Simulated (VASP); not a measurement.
Set up this calculation in VASP 6.6.1, as the native input.

- Task: single point
- Functional: PBE
- Potentials or basis: VASP PAW PBE potentials, release 64 (Mg, O)
- Cutoff: 520 eV
- k mesh: 9 × 9 × 6
- Occupations: gaussian, width 0.05 eV
- Spin: no spin polarisation
- Dipole correction: no
- Further INCAR settings: ALGO = Normal; EDIFF = 1e-06; NBANDS = 16

The structure of MgO lies in POSCAR:

```
MgO
1.0
    3.4157000000      0.0000000000      0.0000000000
   -1.7078500000      2.9580829717      0.0000000000
    0.0000000000      0.0000000000      4.4514000000
Mg O
2 2
Direct
    0.6666666667      0.3333333333      0.7500000000
    0.3333333333      0.6666666667      0.2500000000
    0.6666666667      0.3333333333      0.2500000000
    0.3333333333      0.6666666667      0.7500000000
```

These files were run (other wordings do the same):

INCAR

```
SYSTEM = MgO
PREC = Accurate ; ENCUT = 520
EDIFF = 1E-6 ; ISMEAR = 0
SIGMA = 0.05 ; LREAL = .FALSE.
LASPH = .TRUE. ; NELM = 100
ALGO = Normal ; ISIF = 2
LWAVE = .FALSE. ; LCHARG = .FALSE.
GGA = PE ; NBANDS = 16
```

KPOINTS

```
regular mesh
0
G
  9 9 6
  0 0 0
```

Potentials or basis: VASP PAW PBE potentials, release 64 (Mg, O).

Run with:

```sh
$ cat potpaw_PBE.64/Mg/POTCAR potpaw_PBE.64/O/POTCAR > POTCAR
$ mpirun -np 1 vasp_std > vasp.out
```

Results of the run:

```json
{
 "Pressure": "2.2 GPa",
 "Band gap on the k mesh": "3.23 eV, direct"
}
```

Wall time 15 s on 1 thread of Intel(R) Xeon(R) 6975P-C (Granite Rapids), with other jobs on the host, peak memory 0.18 GiB.
